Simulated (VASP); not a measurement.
BN:

```xyz
4
Lattice="2.5875 0.0000 0.0000 -1.2938 2.2409 0.0000 0.0000 0.0000 4.2825" Properties=species:S:1:pos:R:3 pbc="T T T"
N     0.0000    1.4939    0.5365
N     1.2938    0.7470    2.6777
B     0.0000    1.4939    2.1401
B     1.2938    0.7470    4.2813
```

This cell differs from its parent crystal: volume scaled by 1.04.

Program: VASP 6.6.1. Alike in all runs: task single point; no spin polarisation; cell as given; k mesh 12 × 12 × 6; cutoff (eV) 520; smearing fermi-dirac 0.05 eV.

Order these runs on this cell by their pressure, lowest first.
A. level r2SCAN; potentials or basis VASP PAW PBE potentials, release 64 (N, B)
B. level LDA; potentials or basis VASP PAW LDA potentials, release 64 (N, B)
C. level PBE; potentials or basis VASP PAW PBE potentials, release 64 (N, B)

B (-25.8 GPa), A (-17.5 GPa), C (-13.5 GPa).

Caveats: the PAW data sets were made with another functional, which shifts forces and pressure a little (some runs).
